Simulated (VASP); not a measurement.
Here is a VASP 6.6.1 calculation.

INCAR

```
PREC = Accurate
ENCUT = 700
EDIFF = 1E-6
ISMEAR = 1
SIGMA = 0.1
LREAL = F
LASPH = T
NELM = 120
ALGO = Normal
ISIF = 2
LWAVE = F
LCHARG = T
GGA = CA
LELF = T
LVHAR = T
NBANDS = 30
GGA_COMPAT = F
```

Contents of KPOINTS:

```
regular mesh
0
Gamma
  3 3 3
```

Contents of POSCAR:

```
CaOsO3
1.0
    3.9521600000      0.0000000000      0.0000000000
    0.0000000000      3.9521600000      0.0000000000
    0.0000000000      0.0000000000      3.9521600000
Ca Os O
1 1 3
Direct
    0.0000000000      0.0000000000      0.0000000000
    0.5000000000      0.5000000000      0.5000000000
    0.5000000000      0.5000000000      0.0000000000
    0.0000000000      0.5000000000      0.5000000000
    0.5000000000      0.0000000000      0.5000000000
```

Potentials or basis: VASP PAW LDA potentials, release 64 (Ca_sv, Os_sv_GW, O).

Launch:

```sh
$ cat potpaw_LDA.64/Ca_sv/POTCAR potpaw_LDA.64/Os_sv_GW/POTCAR potpaw_LDA.64/O/POTCAR > POTCAR
$ mpirun -np 1 vasp_std > vasp.out
```

Problem. Predict the band gap on the k mesh.

Solution. Zero (bands 22 and 23 overlap by 3.25 eV).

Problem. Predict the pressure.

Solution. -12.8 GPa.

Caveat: the k points lie up to 0.53 Å⁻¹ apart, too coarse for converged energies and pressures of a metal; spin-orbit coupling is left out, which moves the levels of the heavy elements.
